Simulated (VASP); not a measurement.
Runs of VASP 6.6.1 on N. The cells are those of the table. 

```csv
cell,gap on the mesh (eV),pressure (GPa),largest force (eV/Å)
"a = 4.626, b = 4.626, c = 15.242 Å, angles 91.4, 88.6, 60.0°, 8 atoms",7.43,1.4,1.90
"a = 4.626, b = 4.626, c = 14.405 Å, angles 93.1, 86.9, 60.0°, 8 atoms",7.35,1.6,1.91
"a = 4.626, b = 4.626, c = 14.070 Å, angles 92.4, 87.6, 60.0°, 8 atoms",(a),1.6,1.91
"a = 4.626, b = 4.626, c = 15.300 Å, angles 92.9, 87.1, 60.0°, 8 atoms",7.44,1.4,1.89
```

Alike in all rows: task single point; level PBEsol; potentials or basis VASP PAW PBE potentials, release 64 (N); no spin polarisation; k mesh 6 × 6 × 2; cutoff (eV) 520; smearing gaussian 0.05 eV.

Q: Estimate the missing entries.

A: (a) 7.28.

Caveats: the standard files for N, O and F lose accuracy on very short bonds; this functional lacks dispersion, which holds the molecules together, so the pressure and a relaxed volume are unreliable; the PAW data sets were made with another functional, which shifts forces and pressure a little; the stress differs along the axes, from -0 to 5 GPa (at least some runs).

A k mesh can miss the band edges.
